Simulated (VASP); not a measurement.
A run of VASP 6.6.1 is set up as follows.

Contents of INCAR:

```
SYSTEM = HC12
ALGO = Normal
EDIFF = 1E-7
ENCUT = 520
GGA = PE
ISIF = 2
ISMEAR = 0
LASPH = .True.
LCHARG = .False.
LREAL = .False.
LWAVE = .False.
NBANDS = 36
NELECT = 48.0
NELM = 100
PREC = Accurate
SIGMA = 0.05
```

File KPOINTS:

```
k-points
0
Gamma
  6 6 6
  0 0 0
```

Contents of POSCAR:

```
HC12
1.0
   -3.5715485858     -1.7857742929     -1.7857742929
   -1.7857742929     -3.5715485858      1.7857742929
   -3.5715485858      1.7857742929      1.7857742929
C H
12 1
Direct
    0.9166666667      0.6666666667      0.2500000000
    0.5833333333      0.3333333333      0.2500000000
    0.2500000000      0.0000000000      0.2500000000
    0.0833333333      0.3333333333      0.7500000000
    0.7500000000      0.0000000000      0.7500000000
    0.4166666667      0.6666666667      0.7500000000
    0.5416666667      0.6666666667      0.3750000000
    0.2083333333      0.3333333333      0.3750000000
    0.8750000000      0.0000000000      0.3750000000
    0.7083333333      0.3333333333      0.8750000000
    0.3750000000      0.0000000000      0.8750000000
    0.0416666667      0.6666666667      0.8750000000
    0.6041666667      0.7916666667     -0.1875000000
```

Potentials or basis: VASP PAW PBE potentials, release 64 (C, H).

The run is started by

```bash
$ cat potpaw_PBE.64/C/POTCAR potpaw_PBE.64/H/POTCAR > POTCAR
$ mpirun -np 1 vasp_std > vasp.out
```

Q: Predict the largest force.

A: 12.085 eV/Å.

Forces in eV/Å, atoms in the order of the input:
```
C   -0.188  0.148  0.124
C   -0.202  0.321  0.325
C   -0.558  0.482  0.455
C    0.652 -0.584 -1.141
C   -1.956 -3.247 -1.369
C    3.250  1.888 -1.357
C    0.129 -0.371 -0.175
C    0.217 -0.282 -0.277
C    0.556 -0.254 -0.216
C   -0.443  1.188  0.136
C    1.808 -1.756 11.819
C   -1.214  0.398  0.124
H   -2.053  2.069 -8.449
```

Caveat: the cell carries a net charge on a neutralising background, which shifts energy and pressure.
